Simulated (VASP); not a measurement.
# Cd (R-3m) in VASP: a series of runs

The runs below take Cd through single point, relaxation of cell and atoms, with PBEsol.

Program: VASP 6.6.1. These are calculated values, not measurements. Logs are shortened: lines on timing, memory, paths and dates and some standing lists are left out, and cuts for length are marked.

### Step 1. The cell of the first run

It takes space group R-3m (No. 166, trigonal). The conventional cell has a = 3.262 Å, b = 3.262 Å, c = 6.930 Å, α = 90.00°, β = 90.00°, γ = 120.00°. Cd (site symmetry -3m) has 12 Cd at 2.98 to 3.26 Å within 3.9 Å.

### Step 2. Single point, PBEsol

Contents of INCAR:

```
ALGO = Normal ; EDIFF = 1E-7
ENCUT = 520 ; GGA = PS
ISIF = 2 ; ISMEAR = -1
LASPH = T ; LCHARG = T
LELF = T ; LREAL = F
LVHAR = T ; LWAVE = F
NBANDS = 12 ; NELM = 80
PREC = Accurate ; SIGMA = 0.05
```

Contents of KPOINTS:

```
k-points
0
Gamma
  9 9 9
```

Contents of POSCAR:

```
Cd
1.0
    1.6309487859      0.9416302925      2.3100483325
   -1.6309487859      0.9416302925      2.3100483325
    0.0000000000     -1.8832558692      2.3100502548
Cd
1
Direct
    0.0000000000      0.0000000000      0.0000000000
```

Potentials or basis: VASP PAW PBE potentials, release 64 (Cd).

Started as:

```
> cat potpaw_PBE.64/Cd/POTCAR > POTCAR
> mpirun -np 1 vasp_std > vasp.out
```

OUTCAR:

```text
EDIFF = 1E-7
   ENCUT = 520
   GGA = PS
   ISIF = 2
   ISMEAR = -1
   LASPH = T
   LREAL = F
   NELM = 80
   PREC = Accurate

 ion  position               nearest neighbor table
   1  0.000  0.000  0.000-

  LATTYP: Found a trigonal (rhomboedric) cell.
 ALAT       =     2.9804336679
 COS(alpha) =     0.4011035733

  Lattice vectors:

 A1 = (   1.6309487859,   0.9416302925,   2.3100483325)
 A2 = (  -1.6309487859,   0.9416302925,   2.3100483325)
 A3 = (   0.0000000000,  -1.8832558692,   2.3100502548)

Analysis of symmetry for initial positions (statically):
=====================================================================
 Subroutine PRICEL returns:
 Original cell was already a primitive cell.

 Routine SETGRP: Setting up the symmetry group for a
 trigonal (rhombohedral) supercell.

 Subroutine GETGRP returns: Found 12 space group operations
 (whereof 12 operations were pure point group operations)
 out of a pool of 12 trial point group operations.

The static configuration has the point symmetry D_3d.

Analysis of symmetry for dynamics (positions and initial velocities):
=====================================================================
 Subroutine PRICEL returns:
 Original cell was already a primitive cell.

 Routine SETGRP: Setting up the symmetry group for a
 trigonal (rhombohedral) supercell.

 Subroutine GETGRP returns: Found 12 space group operations
 (whereof 12 operations were pure point group operations)
 out of a pool of 12 trial point group operations.

The dynamic configuration has the point symmetry D_3d.

 Subroutine INISYM returns: Found 12 space group operations
 (whereof 12 operations are pure point group operations),
 and found     1 'primitive' translations

----------------------------------------------------------------------------------------

                                     Primitive cell

  volume of cell :      21.2859

  direct lattice vectors                    reciprocal lattice vectors
     1.630948786  0.941630292  2.310048333     0.306570019  0.176998381  0.144296965
    -1.630948786  0.941630292  2.310048333    -0.306570019  0.176998381  0.144296965
     0.000000000 -1.883255869  2.310050255     0.000000000 -0.353996468  0.144297326

  length of vectors
     2.980433668  2.980433668  2.980433668     0.382276363  0.382276363  0.382276363

  position of ions in fractional coordinates (direct lattice)
     0.000000000  0.000000000  0.000000000

  ion indices of the primitive-cell ions
   primitive index   ion index
                 1           1

----------------------------------------------------------------------------------------

 KPOINTS: k-points

Automatic generation of k-mesh.
 Grid dimensions read from file:
 generate k-points for:    9    9    9

 Generating k-lattice:

  Cartesian coordinates                     Fractional coordinates (reciprocal lattice)
     0.034063335  0.019666487  0.016032996     0.111111111 -0.000000000  0.000000000
    -0.034063335  0.019666487  0.016032996    -0.000000000  0.111111111  0.000000000
     0.000000000 -0.039332941  0.016033036     0.000000000  0.000000000  0.111111111

  Length of vectors
     0.042475151  0.042475151  0.042475151

  Shift w.r.t. Gamma in fractional coordinates (k-lattice)
     0.000000000  0.000000000  0.000000000

 Subroutine IBZKPT returns following result:
 ===========================================

 Found     85 irreducible k-points:

 Following reciprocal coordinates:
            Coordinates               Weight
  0.000000  0.000000  0.000000      1.000000
  0.111111 -0.000000 -0.000000      6.000000
  0.222222  0.000000  0.000000      6.000000
  0.333333 -0.000000 -0.000000      6.000000
  0.444444  0.000000  0.000000      6.000000
  0.111111  0.111111 -0.000000      6.000000
[... 16 lines left out ...]
 -0.333333  0.333333  0.000000      6.000000
  0.444444  0.444444  0.000000      6.000000
 [... further k-points ...]
   k-points           NKPTS =     85   k-points in BZ     NKDIM =     85   number of bands    NBANDS=     12
   number of dos      NEDOS =    301   number of ions     NIONS =      1
   total plane-waves  NPLWV =  13824
   dimension x,y,z NGX =    24 NGY =   24 NGZ =   24
   dimension x,y,z NGXF=    48 NGYF=   48 NGZF=   48
   ions per type =               1
   NGX,Y,Z   is equivalent  to a cutoff of  13.39, 13.39, 13.39 a.u.
   NGXF,Y,Z  is equivalent  to a cutoff of  26.77, 26.77, 26.77 a.u.
 SYSTEM =  unknown system
   PREC   = accura    normal or accurate (medium, high low for compatibility)
   ISTART =      0    job   : 0-new  1-cont  2-samecut
   ICHARG =      2    charge: 1-file 2-atom 10-const
   ISPIN  =      1    spin polarized calculation?
   LNONCOLLINEAR =      F non collinear calculations
   LSORBIT =      F    spin-orbit coupling
   LASPH  =      T    aspherical Exc in radial PAW
   ENCUT  =  520.0 eV  38.22 Ry    6.18 a.u.   5.54  5.54  5.54*2*pi/ulx,y,z
   NELM   =     80;   NELMIN=  2; NELMDL= -5     # of ELM steps
   EDIFF  = 0.1E-06   stopping-criterion for ELM
   LREAL  =      F    real-space projection
   EDIFFG = 0.1E-05   stopping-criterion for IOM
   NSW    =      0    number of steps for IOM
   IBRION =     -1    ionic relax: 0-MD 1-quasi-New 2-CG
   NFREE  =      0    steps in history (QN), initial steepest desc. (CG)
   ISIF   =      2    stress and relaxation
   ISYM   =      2    0-nonsym 1-usesym 2-fastsym
   POTIM  = 0.5000    time-step for ionic-motion
   TEBEG  =    0.0;   TEEND  =   0.0 temperature during run
   PSTRESS=    0.0 pullay stress
   NELECT =      12.0000    total number of electrons
   NUPDOWN=      -1.0000    fix difference up-down
   EMIN   =  10.00;   EMAX   =-10.00  energy-range for DOS
   EFERMI =   0.00;   METHOD = LEGACY
   ISMEAR =    -1;   SIGMA  =   0.05  broadening in eV -4-tet -1-fermi 0-gaus
   EFERMI_NEDOS =   21; number of points for ismear=-14 and -15
   IALGO  =     38    algorithm
   IMIX   =      4    mixing-type and parameters
     AMIX     =   0.40;   BMIX     =  1.00
     AMIX_MAG =   1.60;   BMIX_MAG =  1.00
  volume/ion in A,a.u.               =      21.29       143.64
  Fermi-wavevector in a.u.,A,eV,Ry     =   1.352398  2.555661 24.884778  1.828980
  Thomas-Fermi vector in A             =   2.479740
   LORBIT       =      0    0 simple, 1 ext, 2 COOP (PROOUT), +10 PAW based schemes
   GGA     = PS    functional components
   LHFCALC =     F    Hartree Fock is set to
   AEXX    =    0.0000 exact exchange contribution
   IVDW    =     0    specifies the selected vdW correction
   LEPSILON=     F    determine dielectric tensor
   LRPA    =     F    only Hartree local field effects (RPA)
 non-spin polarized calculation
  energy-cutoff  :      520.00
  volume of cell :       21.29
 maximum number of plane-waves:       585
 NGX is ok and might be reduce to    24
   NGX = 11   NGY = 11   NGZ = 11

 number of electron      11.9999998 magnetization

 Free energy of the ion-electron system (eV)
  ---------------------------------------------------
  ext. energy  EPLUGINS =         0.00000000
  ---------------------------------------------------
  free energy    TOTEN  =        -1.19312751 eV

  energy without entropy =       -1.19079152  energy(sigma->0) =       -1.19195951

 E-fermi :   2.8675     XC(G=0): -11.2855

 val. band max:        2.7989764758   @ k =  -0.4444  -0.4444   0.2222
 cond. band min:       2.8828750455   @ k =  -0.1111   0.4444   0.1111
 fundamental gap:      0.0838985698
 Fermi energy:         2.8675235163

 k-point     1 :       0.0000    0.0000    0.0000
  band No.  band energies     occupation
      1      -6.5649      2.00000
      2      -6.5649      2.00000
      3      -6.2661      2.00000
      4      -5.9242      2.00000
      5      -5.7611      2.00000
      6      -5.7611      2.00000
      7      15.9252      0.00000
      8      16.5185      0.00000
      9      16.5185      0.00000
     10      20.2161      0.00000
     11      20.2161      0.00000
     12      21.2615      0.00000

 k-point     2 :       0.1111   -0.0000   -0.0000
  band No.  band energies     occupation
      1      -6.5646      2.00000
      2      -6.5463      2.00000
      3      -6.0963      2.00000
      4      -5.7858      2.00000
      5      -5.7709      2.00000
      6      -5.7250      2.00000
      7      13.4149      0.00000
      8      16.1100      0.00000
      9      16.3627      0.00000
     10      20.7399      0.00000
     11      20.8009      0.00000
     12      21.9432      0.00000

 k-point     3 :       0.2222    0.0000    0.0000
  band No.  band energies     occupation
      1      -6.6549      2.00000
      2      -6.5277      2.00000
      3      -5.9522      2.00000
      4      -5.7625      2.00000
      5      -5.7302      2.00000
      6      -4.7992      2.00000
      7       9.3511      0.00000
      8      16.0245      0.00000
      9      16.0588      0.00000
     10      20.4628      0.00000
     11      21.1492      0.00000
     12      21.3920      0.00000
[... 286 lines left out ...]
 k-point    23 :      -0.3333    0.3333    0.0000
  band No.  band energies     occupation
      1      -6.8206      2.00000
      2      -6.3584      2.00000
      3      -5.9817      2.00000
      4      -5.7165      2.00000
      5      -5.5666      2.00000
      6       1.3595      2.00000
      7       4.5381      0.00000
      8       5.7312      0.00000
      9      13.7306      0.00000
     10      16.4181      0.00000
     11      21.7345      0.00000
     12      24.0897      0.00000

 k-point    24 :       0.4444    0.4444    0.0000
  band No.  band energies     occupation
      1      -7.0326      2.00000
      2      -6.8959      2.00000
      3      -5.5549      2.00000
      4      -5.4066      2.00000
      5      -5.2649      2.00000
      6       0.9687      2.00000
      7       5.6082      0.00000
      8       8.3668      0.00000
      9      11.5944      0.00000
     10      12.6918      0.00000
     11      15.9534      0.00000
     12      28.5721      0.00000

 [... further k-points ...]
[... 5 lines left out ...]
  --------------------------------------------------------------------------------------
  -------------------------------------------------------------------------------------
  Total        0.0453896      0.0453896      0.0620589      0.0000000      0.0000000      0.0000000
  in kB        3.4164436      3.4164436      4.6711312      0.0000000      0.0000009      0.0000000
  external PRESSURE =       3.8346728 kB  Pullay stress =       0.0000000 kB

 VOLUME and BASIS-vectors are now :
 -----------------------------------------------------------------------------
  energy-cutoff  :      520.00
  volume of cell :       21.29
      direct lattice vectors                 reciprocal lattice vectors
     1.630948786  0.941630292  2.310048333     0.306570019  0.176998381  0.144296965
    -1.630948786  0.941630292  2.310048333    -0.306570019  0.176998381  0.144296965
     0.000000000 -1.883255869  2.310050255     0.000000000 -0.353996468  0.144297326

 POSITION                                       TOTAL-FORCE (eV/Angst)
 -----------------------------------------------------------------------------------
      0.00000      0.00000      0.00000         0.000000      0.000000      0.000000
 -----------------------------------------------------------------------------------
    total drift:                                0.000000     -0.000000      0.000000

  FREE ENERGIE OF THE ION-ELECTRON SYSTEM (eV)
  ---------------------------------------------------
  free  energy   TOTEN  =        -1.1931275077 eV

  energy  without entropy=       -1.1907915186  energy(sigma->0) =       -1.19195951
```

Run time: 12 s. Hardware: 1 thread of Intel Xeon Platinum 8488C (Sapphire Rapids), shared host; peak memory 0.15 GiB.

Results:

```
Free energy            : -1.1931 eV
Pressure               : 0.4 GPa
Band gap on the k mesh : zero (band 6 reaches 3.64 eV, above the bottom of band 7 at 1.26 eV)
```

Levels at points of the mesh, in eV from the Fermi level:
```tsv
k point	band 4	band 5	band 6	band 7	band 8	band 9
(0.00, 0.00, 0.00)	-8.79	-8.63	-8.63	13.06	13.65	13.65
```

Caveat: the PAW data sets were made with another functional, which shifts forces and pressure a little.

### Step 3. Relaxation of cell and atoms, PBEsol

This run uses another cell than the first one, of 21.94 Å³/atom, 1.031 times its volume.

Contents of INCAR:

```
SYSTEM = Cd
ALGO = Normal ; EDIFF = 1E-6
EDIFFG = -0.03 ; ENCUT = 600
GGA = PS ; IBRION = 2
ISIF = 3 ; ISMEAR = -1
LASPH = .TRUE. ; LCHARG = .FALSE.
LREAL = .FALSE. ; LWAVE = .FALSE.
NELM = 60 ; NSW = 80
PREC = Accurate ; SIGMA = 0.05
```

Contents of KPOINTS:

```
k-points
0
G
  9 9 9
  0 0 0
```

Contents of POSCAR:

```
Cd
1.0
    1.6080300000      0.9284000000      2.4492900000
   -1.6080300000      0.9284000000      2.4492900000
    0.0000000000     -1.8567900000      2.4492900000
Cd
1
Direct
    0.0000000000      0.0000000000      0.0000000000
```

Potentials or basis: VASP PAW PBE potentials, release 64 (Cd).

Started as:

```
> cat potpaw_PBE.64/Cd/POTCAR > POTCAR
> mpirun -np 1 vasp_std > vasp.out
```

It took 2.7 min on 1 thread of Intel Xeon Platinum 8488C (Sapphire Rapids), shared host; peak memory 0.17 GiB.

The run converged. Its results:

```yaml
Free_energy: -1.1936 eV
Relaxed_volume: 21.37 Å³/atom
Relaxed_cell: a = 2.985 Å, b = 2.985 Å, c = 2.985 Å, α = 66.30°, β = 66.30°, γ = 66.30°
Space_group_after_relaxing_to_0.05_Å: R-3m (No. 166)
Energy_gained_by_relaxing: 13.1 meV/atom
Ionic_steps: 16
Pressure_after_relaxing: 0.0 GPa
Band_gap_on_the_k_mesh: zero (band 6 reaches 3.60 eV, above the bottom of band 7 at 1.23 eV)
```

Step by step:
| step | energy change (eV) | largest force (eV/Å) | pressure (GPa) | volume (Å³) |
| --- | --- | --- | --- | --- |
| 1 | 0.0000 | 0.0000 | -1.81 | 21.94 |
| 2 | -0.0045 | 0.0000 | 0.13 | 21.16 |
| 3 | -0.0045 | 0.0000 | 0.04 | 21.19 |
| 4 | -0.0047 | 0.0000 | 0.04 | 21.19 |
| 5 | -0.0065 | 0.0000 | 0.06 | 21.20 |
| 6 | -0.0107 | 0.0000 | 0.22 | 21.20 |
| 7 | -0.0119 | 0.0000 | 0.78 | 21.18 |
| 8 | -0.0128 | 0.0000 | 0.55 | 21.19 |
| 9 | -0.0129 | 0.0000 | 0.37 | 21.24 |
| 10 | -0.0129 | 0.0000 | 0.31 | 21.27 |
| 11 | -0.0129 | 0.0000 | 0.18 | 21.33 |
| 12 | -0.0129 | 0.0000 | 0.32 | 21.29 |
| 13 | -0.0129 | 0.0000 | 0.24 | 21.31 |
| 14 | -0.0129 | 0.0000 | 0.28 | 21.30 |
| 15 | -0.0130 | 0.0000 | 0.20 | 21.32 |
| 16 | -0.0131 | 0.0000 | 0.02 | 21.37 |

Final structure:
```
Cd
1.0
     1.63254    0.94255    2.31489
    -1.63254    0.94255    2.31489
     0.00000   -1.88509    2.31489
Cd
1
Cartesian
  0.0000 0.0000 0.0000
```

Levels at points of the mesh, in eV from the Fermi level:
| k point | band 3 | band 4 | band 5 | band 6 | band 7 | band 8 | band 9 | band 10 |
| --- | --- | --- | --- | --- | --- | --- | --- | --- |
| (0.00, 0.00, 0.00) | -9.11 | -8.78 | -8.62 | -8.62 | 13.05 | 13.63 | 13.63 | 17.31 |

Caveat: the PAW data sets were made with another functional, which shifts forces and pressure a little.
